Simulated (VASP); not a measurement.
# Ir (Pm-3m) in VASP: relaxation of cell and atoms with LDA

Aim: the relaxation of cell and atoms of Ir with LDA.

Everything below comes from runs of VASP 6.6.1. Logs are shortened: lines on timing, memory, paths and dates and some standing lists are left out, and cuts for length are marked.

### Step 1. The cell of the first run

Symmetry: Pm-3m, No. 221, cubic system. Conventional cell: a = 2.482 Å, b = 2.482 Å, c = 2.482 Å, α = 90.00°, β = 90.00°, γ = 90.00°. Within 3.3 Å of Ir (site symmetry m-3m) lie 6 Ir at 2.48 Å.

This isn't the form of Ir at room conditions, which is fcc.

### Step 2. Relaxation of cell and atoms, LDA

INCAR

```
  ALGO = Normal
  EDIFF = 1E-7
  EDIFFG = -0.01
  ENCUT = 560
  GGA = CA
  GGA_COMPAT = F
  IBRION = 2
  ISIF = 3
  ISMEAR = -1
  LASPH = T
  LCHARG = F
  LREAL = F
  LWAVE = F
  NELM = 120
  NELMIN = 4
  NSW = 80
  PREC = Accurate
  SIGMA = 0.1
```

KPOINTS

```
k-points
0
Gamma
  13 13 13
```

POSCAR

```
Ir
1.0
    2.4815209647      0.0000000000      0.0000000000
    0.0000000000      2.4815209647      0.0000000000
    0.0000000000      0.0000000000      2.4815209647
Ir
1
Direct
    0.0000000000      0.0000000000      0.0000000000
```

Potentials or basis: VASP PAW LDA potentials, release 64 (Ir_sv_GW).

Started as:

```
> cat potpaw_LDA.64/Ir_sv_GW/POTCAR > POTCAR
> mpirun -np 1 vasp_std > vasp.out
```

OUTCAR:

```text
EDIFF = 1E-7
   EDIFFG = -0.01
   ENCUT = 560
   GGA = CA
   IBRION = 2
   ISIF = 3
   ISMEAR = -1
   LASPH = T
   LREAL = F
   NELM = 120
   NELMIN = 4
   NSW = 80
   PREC = Accurate

 ion  position               nearest neighbor table
   1  0.000  0.000  0.000-

  LATTYP: Found a simple cubic cell.
 ALAT       =     2.4815209647

  Lattice vectors:

 A1 = (   2.4815209647,   0.0000000000,   0.0000000000)
 A2 = (   0.0000000000,   2.4815209647,   0.0000000000)
 A3 = (   0.0000000000,   0.0000000000,   2.4815209647)

Analysis of symmetry for initial positions (statically):
=====================================================================
 Subroutine PRICEL returns:
 Original cell was already a primitive cell.

 Routine SETGRP: Setting up the symmetry group for a
 simple cubic supercell.

 Subroutine GETGRP returns: Found 48 space group operations
 (whereof 48 operations were pure point group operations)
 out of a pool of 48 trial point group operations.

The static configuration has the point symmetry O_h .

Analysis of symmetry for dynamics (positions and initial velocities):
=====================================================================
 Subroutine PRICEL returns:
 Original cell was already a primitive cell.

 Routine SETGRP: Setting up the symmetry group for a
 simple cubic supercell.

 Subroutine GETGRP returns: Found 48 space group operations
 (whereof 48 operations were pure point group operations)
 out of a pool of 48 trial point group operations.

The dynamic configuration has the point symmetry O_h .

 Subroutine INISYM returns: Found 48 space group operations
 (whereof 48 operations are pure point group operations),
 and found     1 'primitive' translations

----------------------------------------------------------------------------------------

                                     Primitive cell

  volume of cell :      15.2811

  direct lattice vectors                    reciprocal lattice vectors
     2.481520965  0.000000000  0.000000000     0.402978663  0.000000000  0.000000000
     0.000000000  2.481520965  0.000000000     0.000000000  0.402978663  0.000000000
     0.000000000  0.000000000  2.481520965     0.000000000  0.000000000  0.402978663

  length of vectors
     2.481520965  2.481520965  2.481520965     0.402978663  0.402978663  0.402978663

  position of ions in fractional coordinates (direct lattice)
     0.000000000  0.000000000  0.000000000

  ion indices of the primitive-cell ions
   primitive index   ion index
                 1           1

----------------------------------------------------------------------------------------

 KPOINTS: k-points

Automatic generation of k-mesh.
 Grid dimensions read from file:
 generate k-points for:   13   13   13

 Generating k-lattice:

  Cartesian coordinates                     Fractional coordinates (reciprocal lattice)
     0.030998359  0.000000000  0.000000000     0.076923077  0.000000000  0.000000000
     0.000000000  0.030998359  0.000000000     0.000000000  0.076923077  0.000000000
     0.000000000  0.000000000  0.030998359     0.000000000  0.000000000  0.076923077

  Length of vectors
     0.030998359  0.030998359  0.030998359

  Shift w.r.t. Gamma in fractional coordinates (k-lattice)
     0.000000000  0.000000000  0.000000000

 Subroutine IBZKPT returns following result:
 ===========================================

 Found     84 irreducible k-points:

 Following reciprocal coordinates:
            Coordinates               Weight
  0.000000  0.000000  0.000000      1.000000
  0.076923  0.000000  0.000000      6.000000
  0.153846  0.000000  0.000000      6.000000
  0.230769  0.000000  0.000000      6.000000
  0.307692  0.000000  0.000000      6.000000
  0.384615  0.000000  0.000000      6.000000
[... 16 lines left out ...]
  0.307692  0.307692  0.000000     12.000000
  0.384615  0.307692  0.000000     24.000000
 [... further k-points ...]
   k-points           NKPTS =     84   k-points in BZ     NKDIM =     84   number of bands    NBANDS=     12
   number of dos      NEDOS =    301   number of ions     NIONS =      1
   total plane-waves  NPLWV =   8000
   dimension x,y,z NGX =    20 NGY =   20 NGZ =   20
   dimension x,y,z NGXF=    40 NGYF=   40 NGZF=   40
   ions per type =               1
   NGX,Y,Z   is equivalent  to a cutoff of  13.40, 13.40, 13.40 a.u.
   NGXF,Y,Z  is equivalent  to a cutoff of  26.80, 26.80, 26.80 a.u.
 SYSTEM =  unknown system
   PREC   = accura    normal or accurate (medium, high low for compatibility)
   ISTART =      0    job   : 0-new  1-cont  2-samecut
   ICHARG =      2    charge: 1-file 2-atom 10-const
   ISPIN  =      1    spin polarized calculation?
   LNONCOLLINEAR =      F non collinear calculations
   LSORBIT =      F    spin-orbit coupling
   LASPH  =      T    aspherical Exc in radial PAW
   ENCUT  =  560.0 eV  41.16 Ry    6.42 a.u.   4.79  4.79  4.79*2*pi/ulx,y,z
   NELM   =    120;   NELMIN=  4; NELMDL= -5     # of ELM steps
   EDIFF  = 0.1E-06   stopping-criterion for ELM
   LREAL  =      F    real-space projection
   EDIFFG = -.1E-01   stopping-criterion for IOM
   NSW    =     80    number of steps for IOM
   IBRION =      2    ionic relax: 0-MD 1-quasi-New 2-CG
   NFREE  =      1    steps in history (QN), initial steepest desc. (CG)
   ISIF   =      3    stress and relaxation
   ISYM   =      2    0-nonsym 1-usesym 2-fastsym
   POTIM  = 0.5000    time-step for ionic-motion
   TEBEG  =    0.0;   TEEND  =   0.0 temperature during run
   PSTRESS=    0.0 pullay stress
   NELECT =      17.0000    total number of electrons
   NUPDOWN=      -1.0000    fix difference up-down
   EMIN   =  10.00;   EMAX   =-10.00  energy-range for DOS
   EFERMI =   0.00;   METHOD = LEGACY
   ISMEAR =    -1;   SIGMA  =   0.10  broadening in eV -4-tet -1-fermi 0-gaus
   EFERMI_NEDOS =   21; number of points for ismear=-14 and -15
   IALGO  =     38    algorithm
   IMIX   =      4    mixing-type and parameters
     AMIX     =   0.40;   BMIX     =  1.00
     AMIX_MAG =   1.60;   BMIX_MAG =  1.00
  volume/ion in A,a.u.               =      15.28       103.12
  Fermi-wavevector in a.u.,A,eV,Ry     =   1.696315  3.205571 39.150558  2.877485
  Thomas-Fermi vector in A             =   2.777200
   LORBIT       =      0    0 simple, 1 ext, 2 COOP (PROOUT), +10 PAW based schemes
   GGA     = CA    functional components
   LHFCALC =     F    Hartree Fock is set to
   AEXX    =    0.0000 exact exchange contribution
   IVDW    =     0    specifies the selected vdW correction
   LEPSILON=     F    determine dielectric tensor
   LRPA    =     F    only Hartree local field effects (RPA)
 conjugate gradient relaxation of ions
 non-spin polarized calculation
  energy-cutoff  :      560.00
  volume of cell :       15.28
 maximum number of plane-waves:       467
 NGX is ok and might be reduce to    20
   NGX =  9   NGY =  9   NGZ =  9

--------------------------------------- Ionic step        1  -------------------------------------------

 number of electron      17.0000000 magnetization

 Free energy of the ion-electron system (eV)
  ---------------------------------------------------
  ext. energy  EPLUGINS =         0.00000000
  ---------------------------------------------------
  free energy    TOTEN  =        -9.78198452 eV

  energy without entropy =       -9.73465206  energy(sigma->0) =       -9.75831829

------------------------ aborting loop because EDIFF is reached ----------------------------------------

  FORCE on cell =-STRESS in cart. coord.  units (eV):
  Direction    XX          YY          ZZ          XY          YZ          ZX
  --------------------------------------------------------------------------------------
  -------------------------------------------------------------------------------------
  Total        1.7153485      1.7153485      1.7153485      0.0000000      0.0000000     -0.0000000
  in kB      179.8494435    179.8494435    179.8494435      0.0000000      0.0000000     -0.0000000
  external PRESSURE =     179.8494435 kB  Pullay stress =       0.0000000 kB
[... 20 lines left out ...]
  energy  without entropy=       -9.7346520620  energy(sigma->0) =       -9.75831829

--------------------------------------- Ionic step        2  -------------------------------------------

 number of electron      17.0000001 magnetization

 E-fermi :   7.2269     XC(G=0): -12.6989

 val. band max:        7.2010817988   @ k =   0.2308   0.0769   0.0000
 cond. band min:       7.2298009395   @ k =   0.2308   0.2308   0.0000
 fundamental gap:      0.0287191406
 Fermi energy:         7.2268951461

 k-point     1 :       0.0000    0.0000    0.0000
  band No.  band energies     occupation
      1     -84.3026      2.00000
      2     -41.1421      2.00000
      3     -41.1421      2.00000
      4     -41.1421      2.00000
      5      -0.7226      2.00000
      6       2.3280      2.00000
      7       2.3280      2.00000
      8       8.2611      0.00006
      9       8.2611      0.00006
     10       8.2611      0.00006
     11      21.7311      0.00000
     12      21.7311      0.00000
[... 412 lines left out ...]
  energy  without entropy=       -9.7745129888  energy(sigma->0) =       -9.79996288

--------------------------------------- Ionic step        4  -------------------------------------------

 number of electron      17.0000001 magnetization

 Free energy of the ion-electron system (eV)
  ---------------------------------------------------
  ext. energy  EPLUGINS =         0.00000000
  ---------------------------------------------------
  free energy    TOTEN  =        -9.82570434 eV

  energy without entropy =       -9.77506145  energy(sigma->0) =       -9.80038290

 E-fermi :  10.1044     XC(G=0): -13.8056

 val. band max:       10.0761648932   @ k =   0.4615   0.3077   0.2308
 cond. band min:      10.1116586032   @ k =   0.2308   0.2308   0.0000
 fundamental gap:      0.0354937100
 Fermi energy:        10.1044013009

 k-point     1 :       0.0000    0.0000    0.0000
  band No.  band energies     occupation
      1     -81.8288      2.00000
      2     -38.4930      2.00000
      3     -38.4930      2.00000
      4     -38.4930      2.00000
      5       0.5949      2.00000
      6       3.7407      2.00000
      7       3.7407      2.00000
      8      11.5661      0.00000
      9      11.5661      0.00000
     10      11.5661      0.00000
     11      25.7563      0.00000
     12      25.7563      0.00000
[... 373 lines left out ...]
  FREE ENERGIE OF THE ION-ELECTRON SYSTEM (eV)
  ---------------------------------------------------
  free  energy   TOTEN  =        -9.8257043435 eV

  energy  without entropy=       -9.7750614526  energy(sigma->0) =       -9.80038290

 reached required accuracy - stopping structural energy minimisation
```

It took 19 s on 1 thread of AMD EPYC 9R45 (Zen 5), shared host; peak memory 0.11 GiB.

What came out:

```yaml
Free_energy: -9.8257 eV
Relaxed_volume: 16.11 Å³/atom
Relaxed_cell: a = 2.525 Å, b = 2.525 Å, c = 2.525 Å, α = 90.00°, β = 90.00°, γ = 90.00°
Space_group_after_relaxing_to_0.1_Å: Pm-3m (No. 221)
Energy_gained_by_relaxing: 43.7 meV/atom
Ionic_steps: 4
Pressure_after_relaxing: -0.1 GPa
Band_gap_on_the_k_mesh: zero (an odd number of electrons rules out a gap without spin polarisation)
```

Step by step:
| step | energy change (eV) | largest force (eV/Å) | pressure (GPa) | volume (Å³) |
| --- | --- | --- | --- | --- |
| 1 | 0.0000 | 0.0000 | 17.98 | 15.28 |
| 2 | 0.3954 | 0.0000 | -35.27 | 19.40 |
| 3 | -0.0434 | 0.0000 | -1.32 | 16.17 |
| 4 | -0.0437 | 0.0000 | -0.06 | 16.11 |

Final structure:
```
Ir
1.0
     2.52545    0.00000    0.00000
     0.00000    2.52545    0.00000
     0.00000    0.00000    2.52545
Ir
1
Direct
  0.00000 0.00000 0.00000
```

Levels at points of the mesh, in eV from the Fermi level:
| k point | band 6 | band 7 | band 8 | band 9 | band 10 | band 11 |
| --- | --- | --- | --- | --- | --- | --- |
| (0.00, 0.00, 0.00) | -6.36 | -6.36 | 1.46 | 1.46 | 1.46 | 15.65 |

Caveat: spin-orbit coupling is left out, which moves the levels of the heavy elements.

The gap in the log of VASP goes by the Fermi energy; the results here count the filled bands.